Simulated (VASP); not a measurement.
# Li (P6_3/mmc) in VASP: further runs, part 3 of 3

VASP 6.6.1. Earlier steps stand in the parts before.

## 5. Electric field gradients, PBEsol (21.56 Å³/atom)

This run uses another cell than the first one, of 21.56 Å³/atom.

File INCAR:

```
PREC = Accurate
ENCUT = 520
EDIFF = 1E-8
ISMEAR = -1
SIGMA = 0.03
LREAL = F
LASPH = T
NELM = 80
ALGO = Normal
ISIF = 2
LWAVE = F
LCHARG = F
GGA = PS
LEFG = T
NBANDS = 10
```

File KPOINTS:

```
regular mesh
0
Gamma
  15 15 8
```

File POSCAR:

```
Li
1.0
    3.1213377828      0.0000000000      0.0000000000
   -1.5606688914      2.7031578137      0.0000000000
    0.0000000000      0.0000000000      5.1099203901
Li
2
Direct
    0.3333333333      0.6666666667      0.2500000000
    0.6666666667      0.3333333333      0.7500000000
```

Potentials or basis: VASP PAW PBE potentials, release 64 (Li_sv).

On the command line:

```console
cat potpaw_PBE.64/Li_sv/POTCAR > POTCAR
mpirun -np 1 vasp_std > vasp.out
```

OUTCAR:

```text
PREC = Accurate
   ENCUT = 520
   EDIFF = 1E-8
   ISMEAR = -1
   LREAL = F
   LASPH = T
   NELM = 80
   ISIF = 2
   GGA = PS

 ion  position               nearest neighbor table
   1  0.333  0.667  0.250-
   2  0.667  0.333  0.750-

  LATTYP: Found a hexagonal cell.
 ALAT       =     3.1213377828
 C/A-ratio  =     1.6370930497

  Lattice vectors:

 A1 = (   3.1213377828,   0.0000000000,   0.0000000000)
 A2 = (  -1.5606688914,   2.7031578137,   0.0000000000)
 A3 = (   0.0000000000,   0.0000000000,   5.1099203901)

Analysis of symmetry for initial positions (statically):
=====================================================================
 Subroutine PRICEL returns:
 Original cell was already a primitive cell.

 Routine SETGRP: Setting up the symmetry group for a
 hexagonal supercell.

 Subroutine GETGRP returns: Found 24 space group operations
 (whereof 12 operations were pure point group operations)
 out of a pool of 24 trial point group operations.

The static configuration has the point symmetry D_3d.
 The point group associated with its full space group is D_6h.

Analysis of symmetry for dynamics (positions and initial velocities):
=====================================================================
 Subroutine PRICEL returns:
 Original cell was already a primitive cell.

 Routine SETGRP: Setting up the symmetry group for a
 hexagonal supercell.

 Subroutine GETGRP returns: Found 24 space group operations
 (whereof 12 operations were pure point group operations)
 out of a pool of 24 trial point group operations.

The dynamic configuration has the point symmetry D_3d.
 The point group associated with its full space group is D_6h.

 Subroutine INISYM returns: Found 24 space group operations
 (whereof 12 operations are pure point group operations),
 and found     1 'primitive' translations

----------------------------------------------------------------------------------------

                                     Primitive cell

  volume of cell :      43.1148

  direct lattice vectors                    reciprocal lattice vectors
     3.121337783  0.000000000  0.000000000     0.320375451  0.184968853  0.000000000
    -1.560668891  2.703157814  0.000000000     0.000000000  0.369937706  0.000000000
     0.000000000  0.000000000  5.109920390     0.000000000  0.000000000  0.195697765

  length of vectors
     3.121337783  3.121337783  5.109920390     0.369937706  0.369937706  0.195697765

  position of ions in fractional coordinates (direct lattice)
     0.333333333  0.666666667  0.250000000
     0.666666667  0.333333333  0.750000000

  ion indices of the primitive-cell ions
   primitive index   ion index
                 1           1
                 2           2

----------------------------------------------------------------------------------------

 KPOINTS: regular mesh

Automatic generation of k-mesh.
 Grid dimensions read from file:
 generate k-points for:   15   15    8

 Generating k-lattice:

[... 77 lines left out ...]
   EFERMI_NEDOS =   21; number of points for ismear=-14 and -15
   IALGO  =     38    algorithm
   IMIX   =      4    mixing-type and parameters
     AMIX     =   0.40;   BMIX     =  1.00
     AMIX_MAG =   1.60;   BMIX_MAG =  1.00
  volume/ion in A,a.u.               =      21.56       145.48
  Fermi-wavevector in a.u.,A,eV,Ry     =   0.848366  1.603179  9.792446  0.719725
  Thomas-Fermi vector in A             =   1.964018
   LORBIT       =      0    0 simple, 1 ext, 2 COOP (PROOUT), +10 PAW based schemes
   GGA     = PS    functional components
   LHFCALC =     F    Hartree Fock is set to
   AEXX    =    0.0000 exact exchange contribution
   IVDW    =     0    specifies the selected vdW correction
   LEPSILON=     F    determine dielectric tensor
   LRPA    =     F    only Hartree local field effects (RPA)
 non-spin polarized calculation
  energy-cutoff  :      520.00
  volume of cell :       43.11
 maximum number of plane-waves:      1184
 NGX is ok and might be reduce to    24
   NGX = 11   NGY = 11   NGZ = 19

 number of electron       5.9999992 magnetization

 Free energy of the ion-electron system (eV)
  ---------------------------------------------------
  ext. energy  EPLUGINS =         0.00000000
  ---------------------------------------------------
  free energy    TOTEN  =        -3.92858152 eV

  energy without entropy =       -3.92530939  energy(sigma->0) =       -3.92694545

 E-fermi :   0.4643     XC(G=0):  -6.8691

 val. band max:        0.4621099602   @ k =   0.4667   0.0667   0.0000
 cond. band min:       0.4691049853   @ k =   0.4000   0.0000   0.5000
 fundamental gap:      0.0069950252
 Fermi energy:         0.4642868016

 k-point     1 :       0.0000    0.0000    0.0000
  band No.  band energies     occupation
      1     -45.5580      2.00000
      2     -45.5435      2.00000
      3      -3.0136      2.00000
      4       0.4561      1.13541
      5       3.1794      0.00000
      6      12.4396      0.00000
      7      12.4396      0.00000
      8      13.7811      0.00000
      9      13.7811      0.00000
     10      14.3029      0.00000
[... 287 lines left out ...]
 k-point    24 :       0.4000    0.2000    0.0000
  band No.  band energies     occupation
      1     -45.5416      2.00000
      2     -45.5387      2.00000
      3       0.9679      0.00000
      4       1.8881      0.00000
      5       4.6156      0.00000
      6       5.5658      0.00000
      7       6.4516      0.00000
      8       6.5876      0.00000
      9      10.0237      0.00000
     10      10.4741      0.00000

 [... further k-points ...]

------------------------ aborting loop because EDIFF is reached ----------------------------------------

  FORCE on cell =-STRESS in cart. coord.  units (eV):
  Direction    XX          YY          ZZ          XY          YZ          ZX
  --------------------------------------------------------------------------------------
  -------------------------------------------------------------------------------------
  Total       -0.2370803     -0.2370803     -0.2333078      0.0000000     -0.0000000      0.0000000
  in kB       -8.8100792     -8.8100792     -8.6698901      0.0000000     -0.0000000      0.0000000
  external PRESSURE =      -8.7633495 kB  Pullay stress =       0.0000000 kB

 VOLUME and BASIS-vectors are now :
 -----------------------------------------------------------------------------
  energy-cutoff  :      520.00
  volume of cell :       43.11
      direct lattice vectors                 reciprocal lattice vectors
     3.121337783  0.000000000  0.000000000     0.320375451  0.184968853  0.000000000
    -1.560668891  2.703157814  0.000000000     0.000000000  0.369937706  0.000000000
     0.000000000  0.000000000  5.109920390     0.000000000  0.000000000  0.195697765

 POSITION                                       TOTAL-FORCE (eV/Angst)
 -----------------------------------------------------------------------------------
     -0.00000      1.80211      1.27748        -0.000000      0.000000      0.000000
      1.56067      0.90105      3.83244         0.000000     -0.000000     -0.000000
 -----------------------------------------------------------------------------------
    total drift:                               -0.000000      0.000000      0.000000

  FREE ENERGIE OF THE ION-ELECTRON SYSTEM (eV)
  ---------------------------------------------------
  free  energy   TOTEN  =        -3.9285815155 eV

  energy  without entropy=       -3.9253093893  energy(sigma->0) =       -3.92694545

 Electric field gradients (V/A^2)
---------------------------------------------------------------------
 ion       V_xx      V_yy      V_zz      V_xy      V_xz      V_yz
---------------------------------------------------------------------
   1       0.009     0.007    -0.015    -0.002     0.000    -0.000
   2       0.009     0.007    -0.015    -0.002    -0.000     0.000
---------------------------------------------------------------------

 Electric field gradients after diagonalization (V/A^2)
 (convention: |V_zz| > |V_xx| > |V_yy|)
----------------------------------------------------------------------
 ion       V_xx      V_yy      V_zz     asymmetry (V_yy - V_xx)/ V_zz
----------------------------------------------------------------------
   1       0.010     0.005    -0.015       0.273
   2       0.010     0.005    -0.015       0.273
----------------------------------------------------------------------

           NMR quadrupolar parameters

 Cq : quadrupolar parameter    Cq=e*Q*V_zz/h
 eta: asymmetry parameters     (V_yy - V_xx)/ V_zz
 Q  : nuclear electric quadrupole moment in mb (millibarn)
----------------------------------------------------------------------
 ion       Cq(MHz)       eta       Q (mb)
----------------------------------------------------------------------
   1      -0.000       0.273       1.000
   2      -0.000       0.273       1.000
----------------------------------------------------------------------
```

OSZICAR:

```text
N       E                     dE             d eps       ncg     rms          rms(c)
DAV:   1     0.164958974973E+02    0.16496E+02   -0.31816E+03  2708   0.558E+02
DAV:   2    -0.117778005618E+01   -0.17674E+02   -0.17153E+02  3440   0.107E+02
DAV:   3    -0.387741221731E+01   -0.26996E+01   -0.26803E+01  4390   0.314E+01
DAV:   4    -0.393330120660E+01   -0.55889E-01   -0.55344E-01  3556   0.489E+00
DAV:   5    -0.393396657052E+01   -0.66536E-03   -0.66532E-03  3664   0.491E-01    0.552E-01
DAV:   6    -0.393015125276E+01    0.38153E-02   -0.11468E-03  4394   0.177E-01    0.309E-01
DAV:   7    -0.392853687935E+01    0.16144E-02   -0.25000E-03  4364   0.282E-01    0.318E-02
DAV:   8    -0.392858533061E+01   -0.48451E-04   -0.57575E-04  3490   0.132E-01    0.126E-02
DAV:   9    -0.392858169885E+01    0.36318E-05   -0.37400E-06  3654   0.146E-02    0.128E-03
DAV:  10    -0.392858182766E+01   -0.12881E-06   -0.46530E-07  3160   0.630E-03    0.161E-03
DAV:  11    -0.392858154149E+01    0.28617E-06   -0.33009E-08  3358   0.187E-03    0.218E-04
DAV:  12    -0.392858151831E+01    0.23180E-07   -0.47297E-09  1934   0.604E-04    0.158E-05
DAV:  13    -0.392858151549E+01    0.28255E-08   -0.21158E-09  1560   0.377E-04
   1 F= -.39285815E+01 E0= -.39269455E+01  d E =-.327213E-02
```

stdout:

```text
POSCAR found type information on POSCAR Li
 POSCAR found :  1 types and       2 ions
 scaLAPACK will be used
 -----------------------------------------------------------------------------
|                                                                             |
|                                                                             |
|     You enforced a specific xc type in the INCAR file but a different       |
|     I HOPE YOU KNOW WHAT YOU ARE DOING!                                     |
|                                                                             |
 -----------------------------------------------------------------------------

 LDA part: xc-table for (Slater+PW92), standard interpolation
 POSCAR, INCAR and KPOINTS ok, starting setup
 FFT: planning ... GRIDC
 FFT: planning ... GRID_SOFT
 FFT: planning ... GRID
 WAVECAR not read
 entering main loop
ion   1

ion   2
```

It took 16 s on 1 thread of Intel Xeon Platinum 8559C (Emerald Rapids), shared host; peak memory 0.17 GiB.

Results:

```
Free energy                             : -3.9286 eV
Band gap on the k mesh                  : zero (bands 3 and 4 overlap by 4.49 eV)
Largest electric field gradient by atom : zero within the noise of the run
```

Caveat: the cutoff is under 1.25 times the usual one of these potentials, so pressure, stress and relaxed cells hold a basis-set (Pulay) error; the PAW data sets were made with another functional, which shifts forces and pressure a little.

## 6. Overview

```csv
cell,gap on the mesh (eV)
"a = 3.047, b = 3.047, c = 4.989 Å, angles 90.0, 90.0, 120.0°, 2 atoms",none
"a = 3.090, b = 3.090, c = 5.059 Å, angles 90.0, 90.0, 120.0°, 2 atoms",none
"a = 3.121, b = 3.121, c = 5.110 Å, angles 90.0, 90.0, 120.0°, 2 atoms",none
```

Alike in all rows: task electric field gradients; level PBEsol; potentials or basis VASP PAW PBE potentials, release 64 (Li_sv); no spin polarisation; k mesh 15 × 15 × 8; cutoff (eV) 520; smearing fermi-dirac 0.03 eV.

Caveats: the cutoff is under 1.25 times the usual one of these potentials, so pressure, stress and relaxed cells hold a basis-set (Pulay) error; the PAW data sets were made with another functional, which shifts forces and pressure a little.

Absolute energies hang on the potentials; compare differences alone.
